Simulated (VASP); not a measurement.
Here is a VASP 6.6.1 calculation.

File INCAR:

```
SYSTEM = Y
  PREC = Accurate
  ENCUT = 600
  EDIFF = 1E-6
  ISMEAR = 1
  SIGMA = 0.1
  LREAL = .FALSE.
  LASPH = .TRUE.
  NELM = 80
  ALGO = Normal
  ISIF = 3
  LWAVE = .FALSE.
  LCHARG = .FALSE.
  GGA = PS
  IBRION = 2
  NSW = 80
  EDIFFG = -0.01
```

File KPOINTS:

```
regular mesh
0
G
  13 13 8
  0 0 0
```

The input POSCAR:

```
Y
1.0
    3.6002425692      0.0000000000      0.0000000000
   -1.8001212846      3.1179015247      0.0000000000
    0.0000000000      0.0000000000      5.5898473602
Y
2
Direct
    0.3333333333      0.6666666667      0.2500000000
    0.6666666667      0.3333333333      0.7500000000
```

Potentials or basis: VASP PAW PBE potentials, release 64 (Y_sv).

Run with:

```console
$ cat potpaw_PBE.64/Y_sv/POTCAR > POTCAR
$ mpirun -np 1 vasp_std > vasp.out
```

Task: What does it give for the relaxed volume?

Result: 31.18 Å³/atom.

Task: Predict the band gap on the k mesh.

Result: Zero (bands 11 and 12 overlap by 1.63 eV).

Task: What does it give for the relaxed cell?

Result: a = 3.595 Å, b = 3.595 Å, c = 5.571 Å, α = 90.00°, β = 90.00°, γ = 120.00°.

Stress tensor (GPa, compression positive):
```
 0.05  0.00  0.00
 0.00  0.05  0.00
 0.00  0.00 -0.03
```

Caveat: the PAW data sets were made with another functional, which shifts forces and pressure a little.
